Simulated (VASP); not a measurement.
A run of VASP 6.6.1:

Contents of POSCAR:

```
MnSb
1.0
    4.1500000000      0.0000000000      0.0000000000
   -2.0750000000      3.5940054300      0.0000000000
    0.0000000000      0.0000000000      5.7800000000
Mn Sb
2 2
Direct
    0.0000000000      0.0000000000      0.0000000000
    0.0000000000      0.0000000000      0.5000000000
    0.3333333300      0.6666666700      0.2500000000
    0.6666666700      0.3333333300      0.7500000000
```

INCAR.step1

```
  ALGO = Normal
  EDIFF = 1E-4
  ENCUT = 520
  GGA = PE
  ISMEAR = -1
  LASPH = True
  LCHARG = False
  LREAL = False
  LWAVE = True
  NBANDS = 26
  NELM = 60
  PREC = Accurate
  SIGMA = 0.05
```

Contents of INCAR.step2:

```
  ALGO = Normal
  EDIFF = 1E-6
  ENCUT = 520
  ISIF = 2
  ISMEAR = -1
  ISTART = 1
  LASPH = True
  LCHARG = False
  LMIXTAU = True
  LREAL = False
  LWAVE = False
  METAGGA = R2SCAN
  NBANDS = 26
  NELM = 60
  PREC = Accurate
  SIGMA = 0.05
```

KPOINTS

```
k-points
0
Gamma
  9 9 6
```

Potentials or basis: VASP PAW PBE potentials, release 64 (Mn_pv, Sb).

Launch:

```console
$ cat potpaw_PBE.64/Mn_pv/POTCAR potpaw_PBE.64/Sb/POTCAR > POTCAR
$ cp INCAR.step1 INCAR
$ mpirun -np 1 vasp_std > vasp.out
$ cp INCAR.step2 INCAR
$ mpirun -np 1 vasp_std > vasp.out
```

Hardware: 1 thread of Intel(R) Xeon(R) Platinum 8488C (Sapphire Rapids), with other jobs on the host.

Q: How long does it take, and how much memory?

A: Wall time 4.2 min on 1 thread of Intel(R) Xeon(R) Platinum 8488C (Sapphire Rapids) (shared host), peak memory 0.28 GiB. Counts: k points 48.
